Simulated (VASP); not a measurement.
Input of a VASP 6.6.1 run:

The input INCAR:

```
SYSTEM = Ge
PREC = Accurate ; ENCUT = 520
EDIFF = 1E-7 ; ISMEAR = -1
SIGMA = 0.06122561905347299 ; LREAL = .FALSE.
LASPH = .TRUE. ; NELM = 80
ALGO = Normal ; ISIF = 2
LWAVE = .FALSE. ; LCHARG = .FALSE.
GGA = PE ; NBANDS = 13
```

Contents of KPOINTS:

```
Automatic mesh
0
G
  22 22 22
  0 0 0
```

POSCAR

```
Ge
1.0
    0.0000000000      2.1114494806      2.1114494806
    2.1114494806      0.0000000000      2.1114494806
    2.1114494806      2.1114494806      0.0000000000
Ge
1
Direct
    0.0000000000      0.0000000000      0.0000000000
```

Potentials or basis: VASP PAW PBE potentials, release 64 (Ge_d).

Launch:

```console
$ cat potpaw_PBE.64/Ge_d/POTCAR > POTCAR
$ mpirun -np 1 vasp_std > vasp.out
```

Problem. Predict the pressure.

Solution. 2.8 GPa.

Problem. Estimate the band gap on the k mesh.

Solution. Zero (band 7 reaches 15.84 eV, above the bottom of band 8 at 4.45 eV).
